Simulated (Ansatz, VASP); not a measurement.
**BN in VASP and in Ansatz**

The input INCAR:

```
SYSTEM = BN
  PREC = Accurate
  ENCUT = 600
  EDIFF = 1E-7
  ISMEAR = 0
  SIGMA = 0.02
  LREAL = .FALSE.
  LASPH = .TRUE.
  NELM = 120
  ALGO = Normal
  ISIF = 3
  LWAVE = .FALSE.
  LCHARG = .FALSE.
  IBRION = 2
  NSW = 100
  EDIFFG = -0.002
  GGA_COMPAT = .FALSE.
  NELMIN = 4
```

File KPOINTS:

```
Automatic mesh
0
G
  12 12 6
  0 0 0
```

File POSCAR:

```
BN
1.0
    2.5238408629      0.0000000000      0.0000000000
   -1.2619204315      2.1857103024      0.0000000000
    0.0000000000      0.0000000000      4.1763011302
B N
2 2
Direct
    0.3333333333      0.6666666667     -0.0001425093
    0.6666666667      0.3333333333      0.4998574907
    0.3333333333      0.6666666667      0.3741425093
    0.6666666667      0.3333333333      0.8741425093
```

Input for Ansatz:

```yaml
crystal:
  lattice:
    - [2.5238408629, 0.0, 0.0]
    - [-1.2619204315, 2.1857103024, 0.0]
    - [0.0, 0.0, 4.1763011302]
  atoms:
    - { symbol: B, position: [0.3333333333, 0.6666666667, -0.0001425093] }
    - { symbol: B, position: [0.6666666667, 0.3333333333, 0.4998574907] }
    - { symbol: "N", position: [0.3333333333, 0.6666666667, 0.3741425093] }
    - { symbol: "N", position: [0.6666666667, 0.3333333333, 0.8741425093] }
basis:
  ecutwfc: 420
kpoints:
  mp_grid: { grid: [12, 12, 6] }
hamiltonian:
  xc: lda
scf:
  occupations: { method: gaussian, width: 0.02 }
output:
  forces: true
  stress: true
  eigenvalues: true
relax:
  adjacent_minimum: "off"
  f_tol: 0.002
  max_steps: 80
  cell: { stress_tol: 0.02 }
```

Alike in both runs: task relaxation of cell and atoms; functional LDA; k mesh 12 × 12 × 6; occupations gaussian, width 0.02 eV; no spin polarisation.

|  | VASP | Ansatz |
| --- | --- | --- |
| version | VASP 6.6.1 | Ansatz 0.2.0 |
| potentials or method | VASP PAW LDA potentials, release 64 (B, N), cutoff 600 eV | scalar-relativistic, plane waves, PAW |
| valence electrons in the cell | 16 | 16 |

|  | VASP | Ansatz | Ansatz less VASP |
| --- | --- | --- | --- |
| gap on the k mesh at the Fermi level, each at its own relaxed structure (eV) | 4.91 | 4.93 | +0.022 |
| relaxed volume (Å³/atom) | 5.77 | 5.75 | -0.010 |
| relaxed length of the cell vector where the two differ most in proportion (Å) | 4.178 | 4.175 | -0.0025 |

LDA's correlation is that of Perdew and Zunger in VASP and of Perdew and Wang (1992) in Ansatz.
